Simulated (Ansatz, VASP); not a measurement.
Two plane-wave programs on Mg3ZrN2

INCAR

```
SYSTEM = Mg3ZrN2
ALGO = Normal
EDIFF = 1E-6
ENCUT = 520
GGA = PE
ISIF = 2
ISMEAR = 0
LASPH = .TRUE.
LCHARG = .FALSE.
LREAL = .FALSE.
LWAVE = .FALSE.
NBANDS = 23
NELM = 80
PREC = Accurate
SIGMA = 0.1
```

The input KPOINTS:

```
k-points
0
G
  6 6 6
  0 0 0
```

File POSCAR:

```
Mg3ZrN2
1.0
    5.6979696500      0.0000000000      0.0000000000
   -2.8489848200      4.9345864600      0.0000000000
    0.0000000000      0.0000000000      2.9895548300
Mg Zr N
3 1 2
Direct
    0.0000000000      0.5000000000      0.0000000000
    0.5000000000      0.5000000000      0.0000000000
    0.5000000000      0.0000000000      0.0000000000
    0.0000000000      0.0000000000      0.5000000000
    0.6666666700      0.3333333300      0.5000000000
    0.3333333300      0.6666666700      0.5000000000
```

Input for Ansatz:

```yaml
crystal:
  lattice:
    - [5.69796965, 0.0, 0.0]
    - [-2.84898482, 4.93458646, 0.0]
    - [0.0, 0.0, 2.98955483]
  atoms:
    - { symbol: Mg, position: [0.0, 0.5, 0.0] }
    - { symbol: Mg, position: [0.5, 0.5, 0.0] }
    - { symbol: Mg, position: [0.5, 0.0, 0.0] }
    - { symbol: Zr, position: [0.0, 0.0, 0.5] }
    - { symbol: "N", position: [0.66666667, 0.33333333, 0.5] }
    - { symbol: "N", position: [0.33333333, 0.66666667, 0.5] }
basis:
  ecutwfc: 420
kpoints:
  mp_grid: { grid: [6, 6, 6] }
hamiltonian:
  xc: pbe
scf:
  occupations: { method: gaussian, width: 0.1 }
  lower_state_search: "off"
output:
  forces: true
  stress: true
  eigenvalues: true
```

Change from the starting cell: species swapped into the NdB2Ir3 type (P6/mmm, No. 191).

Alike in both runs: task single point; functional PBE; k mesh 6 × 6 × 6; occupations gaussian, width 0.1 eV; no spin polarisation.

|  | VASP | Ansatz |
| --- | --- | --- |
| version | VASP 6.6.1 | Ansatz 0.2.0 |
| potentials or method | VASP PAW PBE potentials, release 64 (Mg, Zr_sv, N), cutoff 520 eV | scalar-relativistic, plane waves, PAW |
| valence electrons in the cell | 28 | 52 |

```csv
,VASP,Ansatz,Ansatz less VASP
gap on the k mesh at the Fermi level (eV),none,none,-
pressure (GPa),-2.2,-1.9,+0.28
"traceless stress, the component that is largest in VASP (GPa)",5.86,5.82,-0.038
```

A gap of «none» marks a metal or a gap that the smearing closes. With one functional, cell and mesh, what is left measures potentials, basis and numerics. VASP's potentials hold 28 valence electrons a cell and Ansatz's 52, so a difference there can come from the potentials and not from the codes.
